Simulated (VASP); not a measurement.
InAs: single point with PBE

System: InAs, a wire with vacuum.

```xyz
2
Lattice="10.1000 0.0000 0.0000 0.0000 9.3000 0.0000 0.0000 0.0000 4.3396" Properties=species:S:1:pos:R:3 pbc="T T T"
In    4.5076    4.6500    0.0000
As    5.5924    4.6500    2.1698
```

| Property | Result |
| --- | --- |
| Program | VASP 6.6.1 |
| Task | single point |
| Functional | PBE |
| Potentials or basis | VASP PAW PBE potentials, release 64 (In_d, As) |
| Cutoff | 520 eV |
| k mesh | 1 × 1 × 15 |
| Occupations | gaussian, width 0.05 eV |
| Spin | collinear spin |
| Starting moments | [0.5, 0.5] μB |
| Dipole correction | no |
| Further INCAR settings | ALGO = Normal; EDIFF = 1e-07; NBANDS = 20 |

| Quantity | Value |
| --- | --- |
| Largest force | 0.507 eV/Å |
| Band gap on the k mesh | 0.27 eV |
| Net moment | 0.00 μB per cell |
| Valence electrons inside the program's atomic spheres | In 11.43; As 2.76 |

Forces in eV/Å, atoms in the order of the input:
```
In  -0.507  0.000  0.000
As   0.507  0.000  0.000
```

Levels at points of the mesh, in eV from the valence-band top:
Spin up:
| k point | band 6 | band 7 | band 8 | band 9 | band 10 | band 11 | band 12 | band 13 |
| --- | --- | --- | --- | --- | --- | --- | --- | --- |
| (0.00, 0.00, 0.00) | -10.33 | -3.16 | -1.73 | -1.18 | 1.06 | 2.34 | 3.55 | 3.99 |
Spin down:
```tsv
k point	band 5	band 6	band 7	band 8	band 9	band 10	band 11	band 12	band 13	band 14
(0.00, 0.00, 0.00)	-14.66	-10.33	-3.16	-1.73	-1.18	1.06	2.34	3.55	3.99	4.89
```

Wall time 8.4 min on 1 thread of Intel Xeon 8259CL, on a shared host, peak memory 0.59 GiB.

Caveat: spin-orbit coupling is left out, which moves the levels of the heavy elements.
